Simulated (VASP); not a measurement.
Input of a VASP 6.6.1 run:

Contents of INCAR:

```
PREC     = Accurate       # precision mode
ENCUT    = 520            # plane-wave cutoff, eV
EDIFF    = 1E-6           # SCF threshold, eV
ISMEAR   = 0              # smearing method
SIGMA    = 0.1            # smearing width, eV
LREAL    = False          # projectors in reciprocal space
LASPH    = True           # aspherical terms in the spheres
NELM     = 80             # most SCF steps
ALGO     = Normal         # electronic algorithm
ISIF     = 2              # what is computed and relaxed
LWAVE    = False          # write WAVECAR
LCHARG   = True           # write CHGCAR
GGA      = PE             # functional
LELF     = True           # ELF
LVHAR    = True         
NBANDS   = 22             # bands
```

The input KPOINTS:

```
regular mesh
0
Gamma
  4 4 4
```

File POSCAR:

```
Sb3Pb
1.0
    4.8598533820      0.0000000000      0.0000000000
    0.0000000000      4.8598533820      0.0000000000
    0.0000000000      0.0000000000      4.8598533820
Sb Pb
3 1
Direct
    0.0000000000      0.5000000000      0.5000000000
    0.5000000000      0.0000000000      0.5000000000
    0.5000000000      0.5000000000      0.0000000000
    0.0000000000      0.0000000000      0.0000000000
```

Potentials or basis: VASP PAW PBE potentials, release 64 (Sb, Pb_d).

Command:

```console
$ cat potpaw_PBE.64/Sb/POTCAR potpaw_PBE.64/Pb_d/POTCAR > POTCAR
$ mpirun -np 1 vasp_std > vasp.out
```

Predict the band gap on the k mesh.

zero (an odd number of electrons rules out a gap without spin polarisation).

What does it give for the pressure?

1.1 GPa.

Caveat: spin-orbit coupling is left out, which moves the levels of the heavy elements.
